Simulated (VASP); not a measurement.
# Pb (P6/mmm) in VASP: a series of runs, part 2 of 2

VASP 6.6.1. The steps go on from the part before.

## 6. Relaxation of cell and atoms, PBEsol

This run uses another cell than the first one, of 30.21 Å³/atom, 1.013 times its volume.

Input file INCAR:

```
ALGO = Normal
EDIFF = 1E-6
EDIFFG = -0.04
ENCUT = 600
GGA = PS
IBRION = 2
ISIF = 3
ISMEAR = 0
LASPH = T
LCHARG = F
LREAL = F
LWAVE = F
NELM = 100
NSW = 90
PREC = Accurate
SIGMA = 0.1
```

Input file KPOINTS:

```
k-points
0
Gamma
  6 6 6
```

Input file POSCAR:

```
Pb
1.0
    5.6101997109      0.0000000000      0.0000000000
   -2.8050998554      4.8585754699      0.0000000000
    0.0000000000      0.0000000000      3.3249464229
Pb
3
Direct
    0.0000000000      0.0000000000      0.0000000000
    0.3333333333      0.6666666667      0.5000000000
    0.6666666667      0.3333333333      0.5000000000
```

Potentials or basis: VASP PAW PBE potentials, release 64 (Pb_d).

Run with:

```console
$ cat potpaw_PBE.64/Pb_d/POTCAR > POTCAR
$ mpirun -np 1 vasp_std > vasp.out
```

OUTCAR:

```text
EDIFF = 1E-6
   EDIFFG = -0.04
   ENCUT = 600
   GGA = PS
   IBRION = 2
   ISIF = 3
   ISMEAR = 0
   LASPH = T
   LREAL = F
   NELM = 100
   NSW = 90
   PREC = Accurate

 ion  position               nearest neighbor table
   1  0.000  0.000  0.000-   2 3.64   3 3.64   2 3.64   3 3.64   2 3.64   2 3.64   3 3.64   3 3.64
                             3 3.64   3 3.64   2 3.64   2 3.64
   2  0.333  0.667  0.500-   3 3.24   3 3.24   3 3.24   1 3.64   1 3.64   1 3.64   1 3.64   1 3.64
                             1 3.64
   3  0.667  0.333  0.500-   2 3.24   2 3.24   2 3.24   1 3.64   1 3.64   1 3.64   1 3.64   1 3.64
                             1 3.64

  LATTYP: Found a hexagonal cell.
 ALAT       =     5.6101997109
 C/A-ratio  =     0.5926609736

  Lattice vectors:

 A1 = (   5.6101997109,   0.0000000000,   0.0000000000)
 A2 = (  -2.8050998554,   4.8585754699,   0.0000000000)
 A3 = (   0.0000000000,   0.0000000000,   3.3249464229)

Analysis of symmetry for initial positions (statically):
=====================================================================
 Subroutine PRICEL returns:
 Original cell was already a primitive cell.

 Routine SETGRP: Setting up the symmetry group for a
 hexagonal supercell.

 Subroutine GETGRP returns: Found 24 space group operations
 (whereof 24 operations were pure point group operations)
 out of a pool of 24 trial point group operations.

The static configuration has the point symmetry D_6h.

Analysis of symmetry for dynamics (positions and initial velocities):
=====================================================================
 Subroutine PRICEL returns:
 Original cell was already a primitive cell.

 Routine SETGRP: Setting up the symmetry group for a
 hexagonal supercell.

 Subroutine GETGRP returns: Found 24 space group operations
 (whereof 24 operations were pure point group operations)
 out of a pool of 24 trial point group operations.

The dynamic configuration has the point symmetry D_6h.

 Subroutine INISYM returns: Found 24 space group operations
 (whereof 24 operations are pure point group operations),
 and found     1 'primitive' translations

----------------------------------------------------------------------------------------

                                     Primitive cell

  volume of cell :      90.6300

  direct lattice vectors                    reciprocal lattice vectors
     5.610199711  0.000000000  0.000000000     0.178246774  0.102910823  0.000000000
    -2.805099855  4.858575470  0.000000000     0.000000000  0.205821646  0.000000000
     0.000000000  0.000000000  3.324946423     0.000000000  0.000000000  0.300756726

  length of vectors
     5.610199711  5.610199711  3.324946423     0.205821646  0.205821646  0.300756726

  position of ions in fractional coordinates (direct lattice)
     0.000000000  0.000000000  0.000000000
     0.333333333  0.666666667  0.500000000
     0.666666667  0.333333333  0.500000000

  ion indices of the primitive-cell ions
   primitive index   ion index
[... 102 lines left out ...]
   AEXX    =    0.0000 exact exchange contribution
   IVDW    =     0    specifies the selected vdW correction
   LEPSILON=     F    determine dielectric tensor
   LRPA    =     F    only Hartree local field effects (RPA)
 conjugate gradient relaxation of ions
 non-spin polarized calculation
 Gauss-broadening in eV      SIGMA  =   0.10
  energy-cutoff  :      600.00
  volume of cell :       90.63
 maximum number of plane-waves:      3049
 NGX is ok and might be reduce to    48

--------------------------------------- Ionic step        1  -------------------------------------------

 number of electron      41.9999996 magnetization

 Free energy of the ion-electron system (eV)
  ---------------------------------------------------
  ext. energy  EPLUGINS =         0.00000000
  ---------------------------------------------------
  free energy    TOTEN  =       -11.89054349 eV

  energy without entropy =      -11.88487793  energy(sigma->0) =      -11.88771071

------------------------ aborting loop because EDIFF is reached ----------------------------------------

  FORCE on cell =-STRESS in cart. coord.  units (eV):
  Direction    XX          YY          ZZ          XY          YZ          ZX
  --------------------------------------------------------------------------------------
  -------------------------------------------------------------------------------------
  Total       -0.2542350     -0.2542350     -0.3660596     -0.0000000     -0.0000000      0.0000000
  in kB       -4.4944238     -4.4944238     -6.4712846     -0.0000000     -0.0000000      0.0000000
  external PRESSURE =      -5.1533774 kB  Pullay stress =       0.0000000 kB

 VOLUME and BASIS-vectors are now :
 -----------------------------------------------------------------------------
  energy-cutoff  :      600.00
  volume of cell :       90.63
      direct lattice vectors                 reciprocal lattice vectors
     5.610199711  0.000000000  0.000000000     0.178246774  0.102910823  0.000000000
    -2.805099855  4.858575470  0.000000000     0.000000000  0.205821646  0.000000000
     0.000000000  0.000000000  3.324946423     0.000000000  0.000000000  0.300756726

 POSITION                                       TOTAL-FORCE (eV/Angst)
 -----------------------------------------------------------------------------------
      0.00000      0.00000      0.00000         0.000000      0.000000      0.000000
     -0.00000      3.23905      1.66247         0.000000      0.000000      0.000000
      2.80510      1.61953      1.66247        -0.000000      0.000000     -0.000000
 -----------------------------------------------------------------------------------
    total drift:                               -0.000000      0.000000     -0.000000

  FREE ENERGIE OF THE ION-ELECTRON SYSTEM (eV)
  ---------------------------------------------------
  free  energy   TOTEN  =       -11.8905434912 eV

  energy  without entropy=      -11.8848779334  energy(sigma->0) =      -11.88771071

--------------------------------------- Ionic step        2  -------------------------------------------

 number of electron      41.9999997 magnetization

 Free energy of the ion-electron system (eV)
  ---------------------------------------------------
  ext. energy  EPLUGINS =         0.00000000
  ---------------------------------------------------
  free energy    TOTEN  =       -11.89194677 eV

  energy without entropy =      -11.88631789  energy(sigma->0) =      -11.88913233

 E-fermi :   7.3370     XC(G=0): -10.4234

 val. band max:        7.2942381930   @ k =   0.1667   0.1667   0.5000
 cond. band min:       7.5155553587   @ k =   0.1667   0.0000   0.5000
 fundamental gap:      0.2213171657
 Fermi energy:         7.3370047698

 k-point     1 :       0.0000    0.0000    0.0000
  band No.  band energies     occupation
      1      -9.9648      2.00000
      2      -9.8596      2.00000
      3      -9.7275      2.00000
      4      -9.7204      2.00000
      5      -9.7204      2.00000
      6      -9.6484      2.00000
[... 661 lines left out ...]
     24       9.0316      0.00000
     25      10.3027      0.00000

 [... further k-points ...]
[... 5 lines left out ...]
  --------------------------------------------------------------------------------------
  -------------------------------------------------------------------------------------
  Total        0.1105539      0.1105539      0.0886118      0.0000000      0.0000000     -0.0000000
  in kB        1.9821440      1.9821440      1.5887384      0.0000000      0.0000000     -0.0000000
  external PRESSURE =       1.8510088 kB  Pullay stress =       0.0000000 kB

 VOLUME and BASIS-vectors are now :
 -----------------------------------------------------------------------------
  energy-cutoff  :      600.00
  volume of cell :       89.36
      direct lattice vectors                 reciprocal lattice vectors
     5.587263397 -0.000000000  0.000000000     0.178978496  0.103333283  0.000000000
    -2.793631698  4.838712039 -0.000000000     0.000000000  0.206666566  0.000000000
     0.000000000 -0.000000000  3.305373917    -0.000000000 -0.000000000  0.302537633

 POSITION                                       TOTAL-FORCE (eV/Angst)
 -----------------------------------------------------------------------------------
      0.00000     -0.00000      0.00000        -0.000000     -0.000000      0.000000
     -0.00000      3.22581      1.65269         0.000000     -0.000000      0.000000
      2.79363      1.61290      1.65269        -0.000000      0.000000     -0.000000
 -----------------------------------------------------------------------------------
    total drift:                               -0.000000      0.000000     -0.000000

  FREE ENERGIE OF THE ION-ELECTRON SYSTEM (eV)
  ---------------------------------------------------
  free  energy   TOTEN  =       -11.8919467739 eV

  energy  without entropy=      -11.8863178882  energy(sigma->0) =      -11.88913233

 reached required accuracy - stopping structural energy minimisation
```

Wall time 2.6 min (1 thread of AMD EPYC 7R13, shared host); peak memory 0.24 GiB.

What came out:

* Free energy: -11.8919 eV
* Relaxed volume: 29.79 Å³/atom
* Relaxed cell: a = 5.587 Å, b = 5.587 Å, c = 3.305 Å, α = 90.00°, β = 90.00°, γ = 120.00°
* Space group after relaxing (to 0.05 Å): P6/mmm (No. 191)
* Energy gained by relaxing: 0.5 meV/atom
* Ionic steps: 2
* Pressure after relaxing: 0.2 GPa
* Band gap on the k mesh: zero (band 21 reaches 8.54 eV, above the bottom of band 22 at 5.12 eV)

The path:
```csv
step,energy change (eV),largest force (eV/Å),pressure (GPa),volume (Å³)
1,0.0000,0.0000,-0.52,90.63
2,-0.0014,0.0000,0.19,89.36
```

Final structure:
```cif
data_structure
_symmetry_space_group_name_H-M 'P 1'
_symmetry_Int_Tables_number 1
_cell_length_a 5.5873
_cell_length_b 5.5873
_cell_length_c 3.3054
_cell_angle_alpha 90.000
_cell_angle_beta 90.000
_cell_angle_gamma 120.000
_cell_volume 89.36
loop_
_atom_site_label
_atom_site_type_symbol
_atom_site_fract_x
_atom_site_fract_y
_atom_site_fract_z
_atom_site_occupancy
Pb1 Pb 0.00000 0.00000 0.00000 1
Pb2 Pb 0.33333 0.66667 0.50000 1
Pb3 Pb 0.66667 0.33333 0.50000 1
```

Caveat: the PAW data sets were made with another functional, which shifts forces and pressure a little; spin-orbit coupling is left out, which moves the levels of the heavy elements.

## 7. Single point, PBEsol

This run uses another cell than the first one: it holds 1 atom, not 3.

Input file INCAR:

```
SYSTEM = Pb
PREC = Accurate
ENCUT = 500
EDIFF = 1E-6
ISMEAR = 0
SIGMA = 0.1
LREAL = .False.
LASPH = .True.
NELM = 120
ALGO = Normal
ISIF = 2
LWAVE = .False.
LCHARG = .False.
GGA = PS
NBANDS = 13
GGA_COMPAT = .False.
```

Input file KPOINTS:

```
Automatic mesh
0
Gamma
  6 6 6
  0 0 0
```

Input file POSCAR:

```
Pb
1.0
    3.3913488344      0.0000000000      0.0000000000
   -1.6956744172      2.9369942437      0.0000000000
    0.0000000000      0.0000000000      3.1687915671
Pb
1
Direct
    0.0000000000      0.0000000000      0.0000000000
```

Potentials or basis: VASP PAW PBE potentials, release 64 (Pb_d).

Run with:

```console
$ cat potpaw_PBE.64/Pb_d/POTCAR > POTCAR
$ mpirun -np 1 vasp_std > vasp.out
```

OUTCAR:

```text
SYSTEM = Pb
   PREC = Accurate
   ENCUT = 500
   EDIFF = 1E-6
   ISMEAR = 0
   LREAL = .False.
   LASPH = .True.
   NELM = 120
   ISIF = 2
   GGA = PS

 ion  position               nearest neighbor table
   1  0.000  0.000  0.000-

  LATTYP: Found a hexagonal cell.
 ALAT       =     3.3913488344
 C/A-ratio  =     0.9343750000

  Lattice vectors:

 A1 = (   3.3913488344,   0.0000000000,   0.0000000000)
 A2 = (  -1.6956744172,   2.9369942437,   0.0000000000)
 A3 = (   0.0000000000,   0.0000000000,   3.1687915671)

[... 555 lines left out ...]
      6      -0.5741      2.00000
      7       4.0765      2.00000
      8       7.2920      0.00000
      9      12.0722      0.00000
     10      12.6995      0.00000
     11      16.4566      0.00000
     12      17.0588      0.00000
     13      18.5477      0.00000

 [... further k-points ...]
[... 5 lines left out ...]
  --------------------------------------------------------------------------------------
  -------------------------------------------------------------------------------------
  Total       -0.6506641     -0.6506641      0.8412565      0.0000000     -0.0000000     -0.0000000
  in kB      -33.0292099    -33.0292099     42.7041227      0.0000000     -0.0000000     -0.0000000
  external PRESSURE =      -7.7847657 kB  Pullay stress =       0.0000000 kB

 VOLUME and BASIS-vectors are now :
 -----------------------------------------------------------------------------
  energy-cutoff  :      500.00
  volume of cell :       31.56
      direct lattice vectors                 reciprocal lattice vectors
     3.391348834  0.000000000  0.000000000     0.294867927  0.170242077  0.000000000
    -1.695674417  2.936994244  0.000000000     0.000000000  0.340484154  0.000000000
     0.000000000  0.000000000  3.168791567     0.000000000  0.000000000  0.315577714

 POSITION                                       TOTAL-FORCE (eV/Angst)
 -----------------------------------------------------------------------------------
      0.00000      0.00000      0.00000        -0.000000      0.000000      0.000000
 -----------------------------------------------------------------------------------
    total drift:                               -0.000000     -0.000000      0.000000

  FREE ENERGIE OF THE ION-ELECTRON SYSTEM (eV)
  ---------------------------------------------------
  free  energy   TOTEN  =        -3.9059889845 eV

  energy  without entropy=       -3.9022382936  energy(sigma->0) =       -3.90411364
```

Run time: 11 s. Hardware: 1 thread of Intel Xeon 6975P-C, shared host; peak memory 0.15 GiB.

Results:

```
Free energy            : -3.9060 eV
Pressure               : -0.8 GPa
Band gap on the k mesh : zero (band 7 reaches 11.63 eV, above the bottom of band 8 at 4.28 eV)
```

Stress tensor (GPa, compression positive):
```
-3.30  0.00  0.00
 0.00 -3.30  0.00
 0.00  0.00  4.27
```

Caveat: the PAW data sets were made with another functional, which shifts forces and pressure a little; spin-orbit coupling is left out, which moves the levels of the heavy elements.

## 8. Overview

| task | cell | k mesh | cutoff (eV) | gap on the mesh (eV) | pressure (GPa) | relaxed volume (Å³/atom) |
| --- | --- | --- | --- | --- | --- | --- |
| single point | a = 5.591, b = 5.591, c = 3.304 Å, angles 90.0, 90.0, 120.0°, 3 atoms | 6 × 6 × 6 | 520 | none | 0.0 | - |
| single point | a = 5.886, b = 5.886, c = 3.608 Å, angles 90.0, 90.0, 120.0°, 3 atoms | 6 × 6 × 6 | 520 | none | -5.8 | - |
| relaxation of cell and atoms | relaxed from a = 5.886, b = 5.886, c = 3.608 Å, angles 90.0, 90.0, 120.0°, 3 atoms | 3 × 3 × 6 | 600 | none | 0.0 | 30.17 |
| single point | a = 5.567, b = 5.567, c = 3.360 Å, angles 90.0, 90.0, 120.0°, 3 atoms | 9 × 9 × 14 | 520 | none | -0.1 | - |
| relaxation of cell and atoms | relaxed from a = 5.610, b = 5.610, c = 3.325 Å, angles 90.0, 90.0, 120.0°, 3 atoms | 6 × 6 × 6 | 600 | none | 0.2 | 29.79 |
| single point | a = 3.391, b = 3.391, c = 3.169 Å, angles 90.0, 90.0, 120.0°, 1 atom | 6 × 6 × 6 | 500 | none | -0.8 | - |

Alike in all rows: level PBEsol; potentials or basis VASP PAW PBE potentials, release 64 (Pb_d); no spin polarisation; smearing gaussian 0.1 eV.

Caveats: some runs use coarse meshes; the PAW data sets were made with another functional, which shifts forces and pressure a little; spin-orbit coupling is left out, which moves the levels of the heavy elements; the volume moved by over 15 % at a fixed basis, so the end points are rough (some runs).

Absolute energies hang on the potentials; compare differences alone.
